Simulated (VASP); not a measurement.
# TiC (Imm2) in VASP: single point with PBE

Aim: the single point of TiC with PBE.

Program: VASP 6.6.1. These are calculated values, not measurements. Logs are shortened: lines on timing, memory, paths and dates and some standing lists are left out, and cuts for length are marked.

### 1 The cell of the first run

It takes space group Imm2 (No. 44, orthorhombic). Conventional cell: a = 3.060 Å, b = 4.328 Å, c = 3.060 Å, α = 90.00°, β = 90.00°, γ = 90.00°. Within 2.7 Å of Ti (site symmetry mm2) lie 6 C at 2.03 to 2.31 Å. Within 2.7 Å of C (site symmetry mm2) lie 6 Ti at 2.03 to 2.31 Å.

### 2 Single point, PBE (atom 1 (Ti) moved by (-0.200, +0.000) A along [1 1 0] and z)

File INCAR:

```
PREC = Accurate
ENCUT = 520
EDIFF = 1E-6
ISMEAR = 0
SIGMA = 0.15
LREAL = F
LASPH = T
NELM = 80
ALGO = Normal
ISIF = 2
LWAVE = F
LCHARG = F
GGA = PE
NBANDS = 15
```

File KPOINTS:

```
regular mesh
0
Gamma
  18 18 18
```

File POSCAR:

```
TiC
1.0
    0.0000000000      2.1640000000      2.1640000000
    2.1640000000      0.0000000000      2.1640000000
    2.1640000000      2.1640000000      0.0000000000
Ti C
1 1
Direct
    0.0000000000      0.0000000000     -0.0653518282
    0.5000000000      0.5000000000      0.5000000000
```

Potentials or basis: VASP PAW PBE potentials, release 64 (Ti_sv, C).

Started as:

```bash
cat potpaw_PBE.64/Ti_sv/POTCAR potpaw_PBE.64/C/POTCAR > POTCAR
mpirun -np 1 vasp_std > vasp.out
```

OUTCAR:

```text
PREC = Accurate
   ENCUT = 520
   EDIFF = 1E-6
   ISMEAR = 0
   LREAL = F
   LASPH = T
   NELM = 80
   ISIF = 2
   GGA = PE

 ion  position               nearest neighbor table
   1  0.000  0.000  0.935-   2 2.03   2 2.03   2 2.17   2 2.17   2 2.31   2 2.31
   2  0.500  0.500  0.500-   1 2.03   1 2.03   1 2.17   1 2.17   1 2.31   1 2.31

  LATTYP: Found a face centered cubic cell.
 ALAT       =     4.3280000000

  Lattice vectors:

 A1 = (   0.0000000000,   2.1640000000,   2.1640000000)
 A2 = (   2.1640000000,   0.0000000000,   2.1640000000)
 A3 = (   2.1640000000,   2.1640000000,   0.0000000000)

Analysis of symmetry for initial positions (statically):
=====================================================================
 Subroutine PRICEL returns:
 Original cell was already a primitive cell.

 Routine SETGRP: Setting up the symmetry group for a
 face centered cubic supercell.

 Subroutine GETGRP returns: Found  4 space group operations
 (whereof  4 operations were pure point group operations)
 out of a pool of 48 trial point group operations.

The static configuration has the point symmetry C_2v.

Analysis of symmetry for dynamics (positions and initial velocities):
=====================================================================
 Subroutine PRICEL returns:
 Original cell was already a primitive cell.

 Routine SETGRP: Setting up the symmetry group for a
 face centered cubic supercell.

 Subroutine GETGRP returns: Found  4 space group operations
 (whereof  4 operations were pure point group operations)
 out of a pool of 48 trial point group operations.

The dynamic configuration has the point symmetry C_2v.

 Subroutine INISYM returns: Found  4 space group operations
 (whereof  4 operations are pure point group operations),
 and found     1 'primitive' translations

----------------------------------------------------------------------------------------

                                     Primitive cell

  volume of cell :      20.2676

  direct lattice vectors                    reciprocal lattice vectors
     0.000000000  2.164000000  2.164000000    -0.231053604  0.231053604  0.231053604
     2.164000000  0.000000000  2.164000000     0.231053604 -0.231053604  0.231053604
     2.164000000  2.164000000  0.000000000     0.231053604  0.231053604 -0.231053604

  length of vectors
     3.060358149  3.060358149  3.060358149     0.400196582  0.400196582  0.400196582

  position of ions in fractional coordinates (direct lattice)
     0.000000000  0.000000000  0.934648172
     0.500000000  0.500000000  0.500000000

  ion indices of the primitive-cell ions
   primitive index   ion index
                 1           1
                 2           2

----------------------------------------------------------------------------------------

 KPOINTS: regular mesh

Automatic generation of k-mesh.
 Grid dimensions read from file:
 generate k-points for:   18   18   18

 Generating k-lattice:

  Cartesian coordinates                     Fractional coordinates (reciprocal lattice)
    -0.012836311  0.012836311  0.012836311     0.055555556  0.000000000  0.000000000
     0.012836311 -0.012836311  0.012836311     0.000000000  0.055555556  0.000000000
     0.012836311  0.012836311 -0.012836311     0.000000000  0.000000000  0.055555556

  Length of vectors
     0.022233143  0.022233143  0.022233143

  Shift w.r.t. Gamma in fractional coordinates (k-lattice)
     0.000000000  0.000000000  0.000000000

 Subroutine IBZKPT returns following result:
 ===========================================

 Found    865 irreducible k-points:

 Following reciprocal coordinates:
            Coordinates               Weight
  0.000000  0.000000  0.000000      1.000000
  0.055556  0.000000  0.000000      4.000000
  0.000000  0.000000  0.055556      4.000000
  0.111111  0.000000  0.000000      4.000000
  0.000000  0.000000  0.111111      4.000000
  0.166667  0.000000  0.000000      4.000000
[... 16 lines left out ...]
  0.000000  0.111111  0.055556      8.000000
  0.055556  0.000000  0.111111      8.000000
 [... further k-points ...]
   k-points           NKPTS =    865   k-points in BZ     NKDIM =    865   number of bands    NBANDS=     15
   number of dos      NEDOS =    301   number of ions     NIONS =      2
   total plane-waves  NPLWV =  13824
   dimension x,y,z NGX =    24 NGY =   24 NGZ =   24
   dimension x,y,z NGXF=    48 NGYF=   48 NGZF=   48
   ions per type =               1   1
   NGX,Y,Z   is equivalent  to a cutoff of  13.04, 13.04, 13.04 a.u.
   NGXF,Y,Z  is equivalent  to a cutoff of  26.07, 26.07, 26.07 a.u.
 SYSTEM =  unknown system
   PREC   = accura    normal or accurate (medium, high low for compatibility)
   ISTART =      0    job   : 0-new  1-cont  2-samecut
   ICHARG =      2    charge: 1-file 2-atom 10-const
   ISPIN  =      1    spin polarized calculation?
   LNONCOLLINEAR =      F non collinear calculations
   LSORBIT =      F    spin-orbit coupling
   LASPH  =      T    aspherical Exc in radial PAW
   ENCUT  =  520.0 eV  38.22 Ry    6.18 a.u.   5.69  5.69  5.69*2*pi/ulx,y,z
   NELM   =     80;   NELMIN=  2; NELMDL= -5     # of ELM steps
   EDIFF  = 0.1E-05   stopping-criterion for ELM
   LREAL  =      F    real-space projection
   EDIFFG = 0.1E-04   stopping-criterion for IOM
   NSW    =      0    number of steps for IOM
   IBRION =     -1    ionic relax: 0-MD 1-quasi-New 2-CG
   NFREE  =      0    steps in history (QN), initial steepest desc. (CG)
   ISIF   =      2    stress and relaxation
   ISYM   =      2    0-nonsym 1-usesym 2-fastsym
   POTIM  = 0.5000    time-step for ionic-motion
   TEBEG  =    0.0;   TEEND  =   0.0 temperature during run
   PSTRESS=    0.0 pullay stress
   NELECT =      16.0000    total number of electrons
   NUPDOWN=      -1.0000    fix difference up-down
   EMIN   =  10.00;   EMAX   =-10.00  energy-range for DOS
   EFERMI =   0.00;   METHOD = LEGACY
   ISMEAR =     0;   SIGMA  =   0.15  broadening in eV -4-tet -1-fermi 0-gaus
   EFERMI_NEDOS =   21; number of points for ismear=-14 and -15
   IALGO  =     38    algorithm
   IMIX   =      4    mixing-type and parameters
     AMIX     =   0.40;   BMIX     =  1.00
     AMIX_MAG =   1.60;   BMIX_MAG =  1.00
  volume/ion in A,a.u.               =      10.13        68.39
  Fermi-wavevector in a.u.,A,eV,Ry     =   1.513030  2.859212 31.147275  2.289260
  Thomas-Fermi vector in A             =   2.622876
   LORBIT       =      0    0 simple, 1 ext, 2 COOP (PROOUT), +10 PAW based schemes
   GGA     = PE    functional components
   LHFCALC =     F    Hartree Fock is set to
   AEXX    =    0.0000 exact exchange contribution
   IVDW    =     0    specifies the selected vdW correction
   LEPSILON=     F    determine dielectric tensor
   LRPA    =     F    only Hartree local field effects (RPA)
 non-spin polarized calculation
 Gauss-broadening in eV      SIGMA  =   0.15
  energy-cutoff  :      520.00
  volume of cell :       20.27
 maximum number of plane-waves:       568
   NGX = 11   NGY = 11   NGZ = 11

 number of electron      16.0000000 magnetization

 Free energy of the ion-electron system (eV)
  ---------------------------------------------------
  ext. energy  EPLUGINS =         0.00000000
  ---------------------------------------------------
  free energy    TOTEN  =       -18.53407175 eV

  energy without entropy =      -18.53219442  energy(sigma->0) =      -18.53313308

 E-fermi :   9.5447     XC(G=0): -12.6890

 val. band max:        9.5445241480   @ k =   0.0000  -0.0556   0.0556
 cond. band min:       9.5447767098   @ k =   0.0000   0.2778   0.2778
 fundamental gap:      0.0002525618
 Fermi energy:         9.5447288569

 k-point     1 :       0.0000    0.0000    0.0000
  band No.  band energies     occupation
      1     -47.1298      2.00000
      2     -23.1670      2.00000
      3     -23.1566      2.00000
      4     -23.1552      2.00000
      5      -2.9323      2.00000
      6       9.2371      1.99627
      7       9.3711      1.89846
      8       9.7255      0.08840
      9      10.1150      0.00000
     10      10.8935      0.00000
     11      12.0199      0.00000
     12      12.5476      0.00000
     13      12.7576      0.00000
     14      19.7756      0.00000
     15      23.3218      0.00000

 k-point     2 :       0.0556    0.0000    0.0000
  band No.  band energies     occupation
      1     -47.1276      2.00000
      2     -23.1778      2.00000
      3     -23.1626      2.00000
      4     -23.1575      2.00000
      5      -2.8619      2.00000
      6       8.8677      2.00000
      7       9.3339      1.95317
      8       9.7738      0.03081
      9      10.1741      0.00000
     10      10.7304      0.00000
     11      11.8047      0.00000
     12      12.7245      0.00000
     13      13.2871      0.00000
     14      19.8983      0.00000
     15      23.3718      0.00000

 k-point     3 :       0.0000    0.0000    0.0556
  band No.  band energies     occupation
      1     -47.1276      2.00000
      2     -23.1779      2.00000
      3     -23.1629      2.00000
      4     -23.1567      2.00000
      5      -2.8626      2.00000
      6       8.9439      2.00000
      7       9.3835      1.87150
      8       9.4729      1.50181
      9      10.2078      0.00000
     10      10.8095      0.00000
     11      11.9414      0.00000
     12      12.9180      0.00000
     13      13.0181      0.00000
     14      19.9119      0.00000
     15      23.3566      0.00000

 k-point     4 :       0.1111    0.0000    0.0000
  band No.  band energies     occupation
      1     -47.1212      2.00000
      2     -23.2219      2.00000
      3     -23.1688      2.00000
      4     -23.1620      2.00000
      5      -2.6544      2.00000
      6       8.2492      2.00000
      7       8.9959      2.00000
      8       9.6342      0.39906
      9      10.2798      0.00000
     10      10.5842      0.00000
     11      11.6246      0.00000
     12      13.4295      0.00000
     13      14.0118      0.00000
     14      20.2081      0.00000
     15      23.4685      0.00000
[... 307 lines left out ...]
 k-point    22 :       0.1111    0.0556    0.0000
  band No.  band energies     occupation
      1     -47.1219      2.00000
      2     -23.2127      2.00000
      3     -23.1676      2.00000
      4     -23.1660      2.00000
      5      -2.6809      2.00000
      6       8.2840      2.00000
      7       9.0663      1.99999
      8       9.5809      0.73310
      9      10.2850      0.00000
     10      10.6762      0.00000
     11      11.6811      0.00000
     12      13.2935      0.00000
     13      13.8979      0.00000
     14      20.2225      0.00000
     15      23.4774      0.00000

 k-point    23 :       0.0000    0.1111    0.0556
  band No.  band energies     occupation
      1     -47.1218      2.00000
      2     -23.2075      2.00000
      3     -23.1750      2.00000
      4     -23.1646      2.00000
      5      -2.6786      2.00000
      6       8.3481      2.00000
      7       9.0267      2.00000
      8       9.5903      0.66713
      9      10.1114      0.00000
     10      10.7090      0.00000
     11      12.0100      0.00000
     12      12.9135      0.00000
     13      14.0592      0.00000
     14      20.2145      0.00000
     15      23.4720      0.00000

 k-point    24 :       0.0556    0.0000    0.1111
  band No.  band energies     occupation
      1     -47.1219      2.00000
      2     -23.2070      2.00000
      3     -23.1749      2.00000
      4     -23.1640      2.00000
      5      -2.6805      2.00000
      6       8.4469      2.00000
      7       8.9588      2.00000
      8       9.2599      1.99275
      9      10.1693      0.00000
     10      10.9034      0.00000
     11      12.1494      0.00000
     12      13.0158      0.00000
     13      13.8659      0.00000
     14      20.2533      0.00000
     15      23.4274      0.00000

 [... further k-points ...]
[... 5 lines left out ...]
  --------------------------------------------------------------------------------------
  -------------------------------------------------------------------------------------
  Total        0.9989659      0.9989659      0.1919595     -0.3656913      0.0000000      0.0000000
  in kB       78.9695159     78.9695159     15.1746432    -28.9083603      0.0000000      0.0000000
  external PRESSURE =      57.7045583 kB  Pullay stress =       0.0000000 kB

 VOLUME and BASIS-vectors are now :
 -----------------------------------------------------------------------------
  energy-cutoff  :      520.00
  volume of cell :       20.27
      direct lattice vectors                 reciprocal lattice vectors
     0.000000000  2.164000000  2.164000000    -0.231053604  0.231053604  0.231053604
     2.164000000  0.000000000  2.164000000     0.231053604 -0.231053604  0.231053604
     2.164000000  2.164000000  0.000000000     0.231053604  0.231053604 -0.231053604

 POSITION                                       TOTAL-FORCE (eV/Angst)
 -----------------------------------------------------------------------------------
      2.02258      2.02258      0.00000         1.226131      1.226131      0.000000
      2.16400      2.16400      2.16400        -1.226131     -1.226131     -0.000000
 -----------------------------------------------------------------------------------
    total drift:                                0.000134      0.000134      0.000000

  FREE ENERGIE OF THE ION-ELECTRON SYSTEM (eV)
  ---------------------------------------------------
  free  energy   TOTEN  =       -18.5340717499 eV

  energy  without entropy=      -18.5321944182  energy(sigma->0) =      -18.53313308
```

Wall time 5.6 min (1 thread of Intel Xeon 8259CL, shared host); peak memory 0.37 GiB.

What came out:

| Item | Value |
| --- | --- |
| Free energy | -18.5341 eV |
| Pressure | 5.8 GPa |
| Largest force | 1.734 eV/Å |
| Band gap on the k mesh | zero (bands 8 and 9 overlap by 0.31 eV) |

Forces in eV/Å, atoms in the order of the input:
```
Ti   1.226  1.226  0.000
C   -1.226 -1.226  0.000
```

Levels at points of the mesh, in eV from the Fermi level:
```tsv
k point	band 5	band 6	band 7	band 8	band 9	band 10	band 11	band 12
(0.00, 0.00, 0.00)	-12.48	-0.31	-0.17	0.18	0.57	1.35	2.48	3.00
(0.50, 0.00, 0.00)	-9.04	-5.91	-2.94	-2.78	2.77	2.78	3.97	6.45
(0.00, 0.00, 0.50)	-9.06	-5.92	-3.07	-2.98	2.78	2.85	4.07	7.17
(0.50, 0.50, 0.00)	-10.17	-3.55	-2.45	-0.45	0.83	3.03	3.41	3.41
(0.00, 0.50, 0.50)	-10.17	-3.47	-2.17	-0.26	0.37	2.83	3.41	3.42
```

Caveat: the cell differs from its parent crystal (atom 1 (Ti) moved by (-0.200, +0.000) A along [1 1 0] and z); the stress differs along the axes, from 2 to 8 GPa; forces of over 1 eV/Å act on the atoms, so gaps and moduli don't describe the material at rest.
